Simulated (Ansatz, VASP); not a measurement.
**Two plane-wave programs on Re**

```
Re
1.0
     2.77489    0.00000    0.00000
    -1.38745    2.40313    0.00000
     0.00000    0.00000    4.48413
Re
2
Cartesian
  0.0000 1.6021 3.3631
  1.3874 0.8010 1.1210
```

Alike in both runs: functional PBE; k mesh 18 × 18 × 10; occupations gaussian, width 0.1 eV; no spin polarisation.

Ansatz relaxed the structure, and its values are those at the end. VASP's run is a single point on that final structure, the one shown.

```csv
,VASP,Ansatz
version,VASP 6.6.1,Ansatz 0.2.0
potentials or method,"VASP PAW PBE potentials, release 64 (Re), cutoff 520 eV","scalar-relativistic, plane waves, PAW"
valence electrons in the cell,14,30
```

|  | VASP | Ansatz | Ansatz less VASP |
| --- | --- | --- | --- |
| gap on the k mesh at the Fermi level (eV) | none | none | - |
| pressure (GPa) | -0.5 | 0.0 | +0.52 |

A gap of «none» marks a metal or a gap that the smearing closes. With one functional, cell and mesh, what is left measures potentials, basis and numerics. VASP's potentials hold 14 valence electrons a cell and Ansatz's 30, so a difference there can come from the potentials and not from the codes.

Spin-orbit coupling is off throughout.
